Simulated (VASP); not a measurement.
A run of VASP 6.6.1:

Contents of INCAR:

```
ALGO = Normal
EDIFF = 1E-6
ENCUT = 520
GGA = PS
ISIF = 2
ISMEAR = -1
LASPH = True
LCHARG = False
LREAL = False
LWAVE = False
NBANDS = 26
NELM = 100
PREC = Accurate
SIGMA = 0.1
```

File KPOINTS:

```
k-points
0
Gamma
  14 14 14
```

POSCAR

```
LuCd
1.0
    3.5466911060      0.0000000000      0.0000000000
    0.0000000000      3.5466911060      0.0000000000
    0.0000000000      0.0000000000      3.5466911060
Lu Cd
1 1
Direct
    0.5000000000      0.5000000000      0.5000000000
    0.0000000000      0.0000000000      0.0000000000
```

Potentials or basis: VASP PAW PBE potentials, release 64 (Lu, Cd).

Command:

```bash
$ cat potpaw_PBE.64/Lu/POTCAR potpaw_PBE.64/Cd/POTCAR > POTCAR
$ mpirun -np 1 vasp_std > vasp.out
```

Hardware: 1 thread of AMD EPYC 9R45 96-Core Processor (Zen 5), on a shared host.

Estimate the wall time of this run.

It took 61 s on 1 thread of AMD EPYC 9R45 96-Core Processor (Zen 5), with other jobs on the host, peak memory 0.25 GiB. Counts: scf iterations 12, k points 120.
